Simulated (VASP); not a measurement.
# Ti3Al (Pm) in VASP: notebook, part 2 of 2

VASP 6.6.1. The steps go on from the part before.

### 3 Single point, PBE (atoms displaced along several vibrational modes)

Input file INCAR:

```
SYSTEM = Ti3Al
ALGO = Fast
EDIFF = 1E-7
ENCUT = 520
GGA = PE
ISIF = 2
ISMEAR = 0
LASPH = .TRUE.
LCHARG = .TRUE.
LELF = .TRUE.
LREAL = .FALSE.
LVHAR = .TRUE.
LWAVE = .FALSE.
NBANDS = 28
NELM = 80
PREC = Accurate
SIGMA = 0.15
```

Input file KPOINTS:

```
k-points
0
G
  15 15 6
  0 0 0
```

Input file POSCAR:

```
Ti3Al
1.0
    2.9297375378      0.0000000000      0.0000000000
   -1.4648687689      2.5372271341      0.0000000000
    0.0000000000      0.0000000000      9.2315308735
Ti Al
3 1
Direct
    0.5231574323      0.2001170377      0.0000000000
    0.3786446265      0.7087280898      0.7504575700
    0.3786446265      0.7087280898      0.2495424300
    0.7604910119      0.4204282981      0.5000000000
```

Potentials or basis: VASP PAW PBE potentials, release 64 (Ti_sv, Al).

Run with:

```bash
$ cat potpaw_PBE.64/Ti_sv/POTCAR potpaw_PBE.64/Al/POTCAR > POTCAR
$ mpirun -np 1 vasp_std > vasp.out
```

OUTCAR:

```text
SYSTEM = Ti3Al
   EDIFF = 1E-7
   ENCUT = 520
   GGA = PE
   ISIF = 2
   ISMEAR = 0
   LASPH = .TRUE.
   LREAL = .FALSE.
   NELM = 80
   PREC = Accurate

 ion  position               nearest neighbor table
   1  0.523  0.200  0.000-   2 2.64   3 2.64   2 2.89   3 2.89
   2  0.379  0.709  0.750-   1 2.64   4 2.79   4 2.87   1 2.89   4 2.93
   3  0.379  0.709  0.250-   1 2.64   4 2.79   4 2.87   1 2.89   4 2.93
   4  0.760  0.420  0.500-   2 2.79   3 2.79   2 2.87   3 2.87   2 2.93   3 2.93

[... 944 lines left out ...]

  FORCE on cell =-STRESS in cart. coord.  units (eV):
  Direction    XX          YY          ZZ          XY          YZ          ZX
  --------------------------------------------------------------------------------------
  -------------------------------------------------------------------------------------
  Total       -1.0245362      0.0998969      0.2960453     -0.1597531      0.0000000      0.0000000
  in kB      -23.9208215      2.3323880      6.9120526     -3.7299086      0.0000000      0.0000000
  external PRESSURE =      -4.8921270 kB  Pullay stress =       0.0000000 kB

 VOLUME and BASIS-vectors are now :
 -----------------------------------------------------------------------------
  energy-cutoff  :      520.00
  volume of cell :       68.62
      direct lattice vectors                 reciprocal lattice vectors
     2.929737538  0.000000000  0.000000000     0.341327504  0.197065526  0.000000000
    -1.464868769  2.537227134  0.000000000     0.000000000  0.394131052  0.000000000
     0.000000000  0.000000000  9.231530874     0.000000000  0.000000000  0.108324395

 POSITION                                       TOTAL-FORCE (eV/Angst)
 -----------------------------------------------------------------------------------
      1.23957      0.50774      0.00000         0.147005      0.622933      0.000000
      0.07114      1.79820      6.92787         0.027032     -0.219563     -0.063454
      0.07114      1.79820      2.30366         0.027032     -0.219563      0.063454
      1.61217      1.06672      4.61577        -0.201069     -0.183806      0.000000
 -----------------------------------------------------------------------------------
    total drift:                               -0.000091     -0.000010     -0.000000

  FREE ENERGIE OF THE ION-ELECTRON SYSTEM (eV)
  ---------------------------------------------------
  free  energy   TOTEN  =       -27.5871871257 eV

  energy  without entropy=      -27.5337675550  energy(sigma->0) =      -27.56047734
```

OSZICAR:

```text
N       E                     dE             d eps       ncg     rms          rms(c)
DAV:   1     0.469353746620E+03    0.46935E+03   -0.19611E+04 25328   0.162E+03
DAV:   2     0.264191311657E+02   -0.44293E+03   -0.43474E+03 25568   0.497E+02
DAV:   3    -0.254038277497E+02   -0.51823E+02   -0.50538E+02 43884   0.143E+02
[... 13 lines left out ...]
RMM:  70    -0.275871867839E+02   -0.12694E-06   -0.17262E-06 20734   0.253E-03    0.114E-03
RMM:  71    -0.275871868874E+02   -0.10350E-06   -0.14935E-06 21141   0.247E-03    0.108E-03
RMM:  72    -0.275871869776E+02   -0.90280E-07   -0.12882E-06 20985   0.243E-03    0.103E-03
RMM:  73    -0.275871870588E+02   -0.81111E-07   -0.11204E-06 21286   0.242E-03    0.101E-03
RMM:  74    -0.275871871257E+02   -0.66965E-07   -0.96549E-07 19980   0.236E-03
   1 F= -.27587187E+02 E0= -.27560477E+02  d E =-.534196E-01
```

Run time: 37 min. Hardware: 1 thread of Intel Xeon 6975P-C (Granite Rapids), shared host; peak memory 0.76 GiB.

Results:

| Property | Result |
| --- | --- |
| Free energy | -27.5872 eV |
| Pressure | -0.5 GPa |
| Largest force | 0.640 eV/Å |
| Band gap on the k mesh | zero (an odd number of electrons rules out a gap without spin polarisation) |

Forces on the atoms (eV/Å):
```
Ti   0.147  0.623  0.000
Ti   0.027 -0.220 -0.063
Ti   0.027 -0.220  0.063
Al  -0.201 -0.184  0.000
```

Stress tensor (GPa, compression positive):
```
-2.39 -0.37  0.00
-0.37  0.23  0.00
 0.00  0.00  0.69
```

Levels at points of the mesh, in eV from the Fermi level:
| k point | band 16 | band 17 | band 18 | band 19 | band 20 | band 21 | band 22 | band 23 | band 24 | band 25 |
| --- | --- | --- | --- | --- | --- | --- | --- | --- | --- | --- |
| (0.00, 0.00, 0.00) | -2.32 | -0.74 | 0.32 | 0.52 | 0.91 | 1.02 | 1.16 | 1.17 | 1.32 | 1.64 |
| (0.00, 0.00, 0.50) | -3.07 | -0.92 | 0.34 | 0.45 | 0.92 | 1.01 | 1.16 | 1.22 | 1.34 | 1.65 |

Caveat: the cell differs from its parent crystal (atoms displaced along several vibrational modes).

### 4 Single point, PBE (atoms displaced along several vibrational modes)

Input file INCAR:

```
PREC = Accurate
ENCUT = 550
EDIFF = 1E-6
ISMEAR = 0
SIGMA = 0.15
LREAL = False
LASPH = True
NELM = 120
ALGO = Normal
ISIF = 2
LWAVE = False
LCHARG = False
GGA = PE
NBANDS = 28
GGA_COMPAT = False
KPAR = 8
```

Input file KPOINTS:

```
regular mesh
0
Gamma
  15 15 6
```

Input file POSCAR:

```
Ti3Al
1.0
    2.9297375378      0.0000000000      0.0000000000
   -1.4648687689      2.5372271341      0.0000000000
    0.0000000000      0.0000000000      9.2315308735
Ti Al
3 1
Direct
    0.6341644431      0.4221310594      0.0000000000
    0.3435955146      0.6386298660      0.7504575700
    0.3435955146      0.6386298660      0.2495424300
    0.6879161692      0.2752786127      0.5000000000
```

Run with:

```bash
$ cat potpaw_PBE.64/Ti_sv/POTCAR potpaw_PBE.64/Al/POTCAR > POTCAR
$ mpirun -np 8 vasp_std > vasp.out
```

Run time: 83 s. Hardware: 8 MPI ranks of AMD EPYC 9R45 (Zen 5), shared host; peak memory 0.78 GiB.

The run converged. Its results:

```
Free energy            : -27.6432 eV
Pressure               : -0.4 GPa
Largest force          : 0.686 eV/Å
Band gap on the k mesh : zero (an odd number of electrons rules out a gap without spin polarisation)
```

Forces on the atoms (eV/Å):
```
Ti   0.556 -0.402  0.000
Ti  -0.229  0.130 -0.038
Ti  -0.229  0.130  0.038
Al  -0.098  0.142  0.000
```

Stress tensor (GPa, compression positive):
```
 0.30 -1.46  0.00
-1.46 -1.92  0.00
 0.00  0.00  0.29
```

Levels at points of the mesh, in eV from the Fermi level:
```
           k point  band 17  band 18  band 19  band 20  band 21  band 22  band 23  band 24
(0.00, 0.00, 0.00)    -0.76     0.41     0.49     0.92     0.94     1.00     1.13     1.19
(0.00, 0.00, 0.50)    -0.93     0.43     0.43     0.93     0.93     1.03     1.12     1.20
```

Caveat: the cell differs from its parent crystal (atoms displaced along several vibrational modes).

### 5 Summary

| cell | cutoff (eV) | second try | gap on the mesh (eV) | pressure (GPa) | largest force (eV/Å) |
| --- | --- | --- | --- | --- | --- |
| as given, atomic positions A | 520 | - | none | -0.6 | 0.74 |
| as given, atomic positions B | 520 | - | none | -0.5 | 0.64 |
| as given, atomic positions C | 550 | timeout | none | -0.4 | 0.69 |

Alike in all rows: task single point; level PBE; potentials or basis VASP PAW PBE potentials, release 64 (Ti_sv, Al); no spin polarisation; k mesh 15 × 15 × 6; smearing gaussian 0.15 eV.

Absolute energies hang on the potentials; compare differences alone.
